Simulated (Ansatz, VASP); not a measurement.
**Two plane-wave programs on AlP**

```
Al P
1.0
     0.00000    2.72550    2.72550
     2.72550    0.00000    2.72550
     2.72550    2.72550    0.00000
Al P
1 1
Direct
  0.00000 0.00000 0.00000
  0.75000 0.75000 0.75000
```

Alike in both runs: task single point; functional r2SCAN; k mesh 6 × 6 × 6; no spin polarisation.

```csv
,VASP,Ansatz
version,VASP 6.6.1,Ansatz 0.2.0
potentials or method,"VASP PAW PBE potentials, release 64 (Al, P), cutoff 550 eV","plane waves, PAW"
occupations,"gaussian, width 0.01 eV",fixed
valence electrons in the cell,8,8
```

|  | VASP | Ansatz | Ansatz less VASP |
| --- | --- | --- | --- |
| pressure (GPa) | 1.1 | 1.5 | +0.31 |

VASP's potentials were made for PBE, not for r2SCAN.
